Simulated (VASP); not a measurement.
# H2C5 in VASP: notebook

Runs on H2C5. Level: PBE. Tasks: single point.

Everything below comes from runs of VASP 6.6.1. Logs are shortened: lines on timing, memory, paths and dates and some standing lists are left out, and cuts for length are marked.

### 1 The cell of the first run

The cell holds a slab with vacuum, 28 atoms: a = 5.049 Å, b = 5.049 Å, c = 15.165 Å, α = 90.00°, β = 90.00°, γ = 90.00°.

### 2 Single point, PBE

INCAR

```
  PREC = Accurate
  ENCUT = 520
  EDIFF = 1E-7
  ISMEAR = -1
  SIGMA = 0.02
  LREAL = Auto
  LASPH = True
  NELM = 60
  ALGO = Normal
  ISIF = 2
  LWAVE = False
  LCHARG = True
  GGA = PE
  LELF = True
  LVHAR = True
  NBANDS = 64
```

KPOINTS

```
Automatic mesh
0
Gamma
  2 2 1
```

POSCAR

```
H2C5
1.0
    5.0487420000      0.0000000000      0.0000000000
    0.0000000000      5.0487420000      0.0000000000
    0.0000000000      0.0000000000     15.1647000000
H C
8 20
Direct
    0.4277868000      0.0000000000      0.0659426000
    0.0722132000      0.0000000000      0.0659426000
    0.9277868000      0.0000000000      0.0659426000
    0.5722132000      0.0000000000      0.0659426000
    0.4277868000      0.5000000000      0.0659426000
    0.0722132000      0.5000000000      0.0659426000
    0.9277868000      0.5000000000      0.0659426000
    0.5722132000      0.5000000000      0.0659426000
    0.2500000000      0.0000000000      0.1077964000
    0.7500000000      0.0000000000      0.1077964000
    0.2500000000      0.5000000000      0.1077964000
    0.7500000000      0.5000000000      0.1077964000
    0.2500000000      0.2500000000      0.1666502000
    0.7500000000      0.2500000000      0.1666502000
    0.2500000000      0.7500000000      0.1666502000
    0.7500000000      0.7500000000      0.1666502000
    0.0000000000      0.2498123562      0.2196655109
    0.5000000000      0.2498123562      0.2196655109
    0.0000000000      0.7498626532      0.2321589847
    0.5000000000      0.7498626532      0.2321589847
    0.0000000000      0.0166345305      0.2876304109
    0.5000000000      0.0166345305      0.2876304109
    0.0000000000      0.4829505257      0.2876053080
    0.5000000000      0.4829505257      0.2876053080
    0.2500000000      0.1125731652      0.3325679224
    0.7500000000      0.1125731652      0.3325679224
    0.2500000000      0.3867635469      0.3325176822
    0.7500000000      0.3867635469      0.3325176822
```

Potentials or basis: VASP PAW PBE potentials, release 64 (H, C).

The run is started by

```console
$ cat potpaw_PBE.64/H/POTCAR potpaw_PBE.64/C/POTCAR > POTCAR
$ mpirun -np 1 vasp_std > vasp.out
```

OUTCAR:

```text
PREC = Accurate
   ENCUT = 520
   EDIFF = 1E-7
   ISMEAR = -1
   LREAL = Auto
   LASPH = True
   NELM = 60
   ISIF = 2
   GGA = PE

 ion  position               nearest neighbor table
   1  0.428  0.000  0.066-   4 0.73   9 1.10
   2  0.072  0.000  0.066-   3 0.73   9 1.10
   3  0.928  0.000  0.066-   2 0.73  10 1.10
   4  0.572  0.000  0.066-   1 0.73  10 1.10
   5  0.428  0.500  0.066-   8 0.73  11 1.10
   6  0.072  0.500  0.066-   7 0.73  11 1.10
   7  0.928  0.500  0.066-   6 0.73  12 1.10
   8  0.572  0.500  0.066-   5 0.73  12 1.10
   9  0.250  0.000  0.108-   1 1.10   2 1.10  13 1.55  15 1.55
  10  0.750  0.000  0.108-   3 1.10   4 1.10  14 1.55  16 1.55
  11  0.250  0.500  0.108-   5 1.10   6 1.10  13 1.55  15 1.55
  12  0.750  0.500  0.108-   7 1.10   8 1.10  14 1.55  16 1.55
  13  0.250  0.250  0.167-  17 1.50  18 1.50   9 1.55  11 1.55
  14  0.750  0.250  0.167-  17 1.50  18 1.50  10 1.55  12 1.55
[... 8 lines left out ...]
  23  0.000  0.483  0.288-  27 1.51  28 1.51  17 1.56  19 1.59
  24  0.500  0.483  0.288-  27 1.51  28 1.51  18 1.56  20 1.59
  25  0.250  0.113  0.333-  27 1.38  22 1.51  21 1.51
  26  0.750  0.113  0.333-  28 1.38  22 1.51  21 1.51
  27  0.250  0.387  0.333-  25 1.38  24 1.51  23 1.51
  28  0.750  0.387  0.333-  26 1.38  24 1.51  23 1.51

  LATTYP: Found a simple tetragonal cell.
 ALAT       =     5.0487420000
 C/A-ratio  =     3.0036591293

  Lattice vectors:

 A1 = (   5.0487420000,   0.0000000000,   0.0000000000)
 A2 = (   0.0000000000,   5.0487420000,   0.0000000000)
 A3 = (   0.0000000000,   0.0000000000,  15.1647000000)

Analysis of symmetry for initial positions (statically):
=====================================================================
 Subroutine PRICEL returns following result:

  LATTYP: Found a simple orthorhombic cell.
 ALAT       =     2.5243710000
 B/A-ratio  =     2.0000000000
 C/A-ratio  =     6.0073182587

  Lattice vectors:

 A1 = (   2.5243710000,   0.0000000000,   0.0000000000)
 A2 = (   0.0000000000,   5.0487420000,   0.0000000000)
 A3 = (   0.0000000000,   0.0000000000,  15.1647000000)

   2 primitive cells build up your supercell.

 Routine SETGRP: Setting up the symmetry group for a
 simple tetragonal supercell.

 Subroutine GETGRP returns: Found  2 space group operations
 (whereof  2 operations were pure point group operations)
 out of a pool of 16 trial point group operations.

The static configuration has the point symmetry C_1h.

Analysis of symmetry for dynamics (positions and initial velocities):
=====================================================================
 Subroutine PRICEL returns following result:

  LATTYP: Found a simple orthorhombic cell.
 ALAT       =     2.5243710000
 B/A-ratio  =     2.0000000000
 C/A-ratio  =     6.0073182587

  Lattice vectors:

 A1 = (   2.5243710000,   0.0000000000,   0.0000000000)
 A2 = (   0.0000000000,   5.0487420000,   0.0000000000)
 A3 = (   0.0000000000,   0.0000000000,  15.1647000000)

   2 primitive cells build up your supercell.

 Routine SETGRP: Setting up the symmetry group for a
 simple tetragonal supercell.

 Subroutine GETGRP returns: Found  2 space group operations
 (whereof  2 operations were pure point group operations)
 out of a pool of 16 trial point group operations.

The dynamic configuration has the point symmetry C_1h.

 Subroutine INISYM returns: Found  2 space group operations
 (whereof  2 operations are pure point group operations),
 and found     2 'primitive' translations

----------------------------------------------------------------------------------------

                                     Primitive cell

  volume of cell :     193.2726

  direct lattice vectors                    reciprocal lattice vectors
     2.524371000  0.000000000  0.000000000     0.396138286  0.000000000  0.000000000
     0.000000000  5.048742000  0.000000000     0.000000000  0.198069143  0.000000000
     0.000000000  0.000000000 15.164700000     0.000000000  0.000000000  0.065942617

  length of vectors
     2.524371000  5.048742000 15.164700000     0.396138286  0.198069143  0.065942617

  position of ions in fractional coordinates (direct lattice)
     0.855573600  0.000000000  0.065942600
     0.144426400  0.000000000  0.065942600
     0.855573600  0.500000000  0.065942600
     0.144426400  0.500000000  0.065942600
     0.500000000  0.000000000  0.107796400
     0.500000000  0.500000000  0.107796400
     0.500000000  0.250000000  0.166650200
     0.500000000  0.750000000  0.166650200
     0.000000000  0.249812356  0.219665511
     0.000000000  0.749862653  0.232158985
     0.000000000  0.016634530  0.287630411
     0.000000000  0.482950526  0.287605308
     0.500000000  0.112573165  0.332567922
     0.500000000  0.386763547  0.332517682

  ion indices of the primitive-cell ions
   primitive index   ion index
                 1           1
                 2           4
                 3           5
                 4           8
                 5           9
                 6          11
                 7          13
                 8          15
                 9          18
                10          20
                11          22
                12          24
                13          25
                14          27

----------------------------------------------------------------------------------------

 KPOINTS: Automatic mesh

Automatic generation of k-mesh.
 Grid dimensions read from file:
 generate k-points for:    2    2    1

 Generating k-lattice:

  Cartesian coordinates                     Fractional coordinates (reciprocal lattice)
     0.099034571  0.000000000  0.000000000     0.500000000  0.000000000  0.000000000
     0.000000000  0.099034571  0.000000000     0.000000000  0.500000000  0.000000000
     0.000000000  0.000000000  0.065942617     0.000000000  0.000000000  1.000000000

  Length of vectors
     0.099034571  0.099034571  0.065942617

  Shift w.r.t. Gamma in fractional coordinates (k-lattice)
     0.000000000  0.000000000  0.000000000

 Subroutine IBZKPT returns following result:
 ===========================================

 Found      4 irreducible k-points:

 Following reciprocal coordinates:
            Coordinates               Weight
  0.000000  0.000000  0.000000      1.000000
  0.500000  0.000000  0.000000      1.000000
  0.000000  0.500000  0.000000      1.000000
  0.500000  0.500000  0.000000      1.000000
   k-points           NKPTS =      4   k-points in BZ     NKDIM =      4   number of bands    NBANDS=     64
   number of dos      NEDOS =    301   number of ions     NIONS =     28
   total plane-waves  NPLWV = 192000
   dimension x,y,z NGX =    40 NGY =   40 NGZ =  120
   dimension x,y,z NGXF=    80 NGYF=   80 NGZF=  240
   ions per type =               8  20
   NGX,Y,Z   is equivalent  to a cutoff of  13.17, 13.17, 13.16 a.u.
   NGXF,Y,Z  is equivalent  to a cutoff of  26.34, 26.34, 26.31 a.u.
 SYSTEM =  unknown system
   PREC   = accura    normal or accurate (medium, high low for compatibility)
   ISTART =      0    job   : 0-new  1-cont  2-samecut
   ICHARG =      2    charge: 1-file 2-atom 10-const
   ISPIN  =      1    spin polarized calculation?
   LNONCOLLINEAR =      F non collinear calculations
   LSORBIT =      F    spin-orbit coupling
   LASPH  =      T    aspherical Exc in radial PAW
   ENCUT  =  520.0 eV  38.22 Ry    6.18 a.u.   9.39  9.39 28.20*2*pi/ulx,y,z
   NELM   =     60;   NELMIN=  2; NELMDL= -5     # of ELM steps
   EDIFF  = 0.1E-06   stopping-criterion for ELM
   LREAL  =      T    real-space projection
   EDIFFG = 0.1E-05   stopping-criterion for IOM
   NSW    =      0    number of steps for IOM
   IBRION =     -1    ionic relax: 0-MD 1-quasi-New 2-CG
   NFREE  =      0    steps in history (QN), initial steepest desc. (CG)
   ISIF   =      2    stress and relaxation
   ISYM   =      2    0-nonsym 1-usesym 2-fastsym
   POTIM  = 0.5000    time-step for ionic-motion
   TEBEG  =    0.0;   TEEND  =   0.0 temperature during run
   PSTRESS=    0.0 pullay stress
   NELECT =      88.0000    total number of electrons
   NUPDOWN=      -1.0000    fix difference up-down
   EMIN   =  10.00;   EMAX   =-10.00  energy-range for DOS
   EFERMI =   0.00;   METHOD = LEGACY
   ISMEAR =    -1;   SIGMA  =   0.02  broadening in eV -4-tet -1-fermi 0-gaus
   EFERMI_NEDOS =   21; number of points for ismear=-14 and -15
   IALGO  =     38    algorithm
   IMIX   =      4    mixing-type and parameters
     AMIX     =   0.40;   BMIX     =  1.00
     AMIX_MAG =   1.60;   BMIX_MAG =  1.00
  volume/ion in A,a.u.               =      13.81        93.16
  Fermi-wavevector in a.u.,A,eV,Ry     =   0.999622  1.889011 13.595533  0.999243
  Thomas-Fermi vector in A             =   2.131924
   LORBIT       =      0    0 simple, 1 ext, 2 COOP (PROOUT), +10 PAW based schemes
   GGA     = PE    functional components
   LHFCALC =     F    Hartree Fock is set to
   AEXX    =    0.0000 exact exchange contribution
   IVDW    =     0    specifies the selected vdW correction
   LEPSILON=     F    determine dielectric tensor
   LRPA    =     F    only Hartree local field effects (RPA)
 non-spin polarized calculation
  energy-cutoff  :      520.00
  volume of cell :      386.55
 maximum number of plane-waves:     10429
 NGX is ok and might be reduce to    40
   NGX = 19   NGY = 19   NGZ = 57

 number of electron      88.0000012 magnetization

 Free energy of the ion-electron system (eV)
  ---------------------------------------------------
  ext. energy  EPLUGINS =         0.00000000
  ---------------------------------------------------
  free energy    TOTEN  =      -189.15617392 eV

  energy without entropy =     -189.15617392  energy(sigma->0) =     -189.15617392

 E-fermi :   1.0746     XC(G=0):  -5.4882

 val. band max:        0.6613244381   @ k =   0.0000   0.5000   0.0000
 cond. band min:       1.4892797880   @ k =   0.0000   0.5000   0.0000
 fundamental gap:      0.8279553499
 Fermi energy:         1.0746160927

 k-point     1 :       0.0000    0.0000    0.0000
  band No.  band energies     occupation
      1     -20.7552      2.00000
      2     -18.5343      2.00000
      3     -16.4873      2.00000
      4     -16.1853      2.00000
      5     -15.9002      2.00000
      6     -15.8953      2.00000
[... 225 lines left out ...]
     55       7.1843      0.00000
     56       7.1843      0.00000
 [bands above 56 left out]

------------------------ aborting loop because EDIFF is reached ----------------------------------------

  FORCE on cell =-STRESS in cart. coord.  units (eV):
  Direction    XX          YY          ZZ          XY          YZ          ZX
  --------------------------------------------------------------------------------------
  -------------------------------------------------------------------------------------
  Total       81.7625305     -5.9685656     -4.3351945      0.0000000      0.1167632      0.0000000
  in kB      338.8946615    -24.7388993    -17.9687964      0.0000000      0.4839675      0.0000000
  external PRESSURE =      98.7289886 kB  Pullay stress =       0.0000000 kB

 VOLUME and BASIS-vectors are now :
 -----------------------------------------------------------------------------
  energy-cutoff  :      520.00
  volume of cell :      386.55
      direct lattice vectors                 reciprocal lattice vectors
     5.048742000  0.000000000  0.000000000     0.198069143  0.000000000  0.000000000
     0.000000000  5.048742000  0.000000000     0.000000000  0.198069143  0.000000000
     0.000000000  0.000000000 15.164700000     0.000000000  0.000000000  0.065942617

 POSITION                                       TOTAL-FORCE (eV/Angst)
 -----------------------------------------------------------------------------------
      2.15979      0.00000      1.00000        -8.938414     -0.059627      0.059696
      0.36459      0.00000      1.00000         8.938414     -0.059627      0.059696
      4.68416      0.00000      1.00000        -8.938414     -0.059627      0.059696
      2.88896      0.00000      1.00000         8.938414     -0.059627      0.059696
      2.15979      2.52437      1.00000        -8.938653      0.058857      0.059899
      0.36459      2.52437      1.00000         8.938653      0.058857      0.059899
[... 20 lines left out ...]
      1.26219      1.95267      5.04253         0.000000      0.066694      0.044740
      3.78656      1.95267      5.04253         0.000000      0.066694      0.044740
 -----------------------------------------------------------------------------------
    total drift:                                0.000000     -0.004677      0.022749

  FREE ENERGIE OF THE ION-ELECTRON SYSTEM (eV)
  ---------------------------------------------------
  free  energy   TOTEN  =      -189.1561739174 eV

  energy  without entropy=     -189.1561739169  energy(sigma->0) =     -189.15617392
```

Run time: 3.5 min. Hardware: 1 thread of Intel Xeon Platinum 8259CL at 2.50GHz (Skylake/Cascade Lake), shared host; peak memory 0.44 GiB.

What came out:

* Free energy: -189.1562 eV
* Largest force: 8.939 eV/Å
* Band gap on the k mesh: 0.83 eV

Forces on the atoms (eV/Å):
```
H   -8.938 -0.060  0.060
H    8.938 -0.060  0.060
H   -8.938 -0.060  0.060
H    8.938 -0.060  0.060
H   -8.939  0.059  0.060
H    8.939  0.059  0.060
H   -8.939  0.059  0.060
H    8.939  0.059  0.060
C    0.000 -0.187  0.994
C    0.000 -0.187  0.994
C    0.000  0.187  0.996
C    0.000  0.187  0.996
C    0.000 -0.012 -3.544
C    0.000 -0.012 -3.544
C    0.000 -0.011  1.220
C    0.000 -0.011  1.220
C    0.000  0.006  0.004
C    0.000  0.006  0.004
C    0.000  0.004  0.028
C    0.000  0.004  0.028
C    0.000 -0.035 -0.021
C    0.000 -0.035 -0.021
C    0.000  0.027  0.000
C    0.000  0.027  0.000
C    0.000 -0.043  0.038
C    0.000 -0.043  0.038
C    0.000  0.067  0.045
C    0.000  0.067  0.045
```

Caveat: the k points lie up to 0.62 Å⁻¹ apart; there is no dipole correction, which matters where the two faces differ.

(Continued in part 2 of 2.)
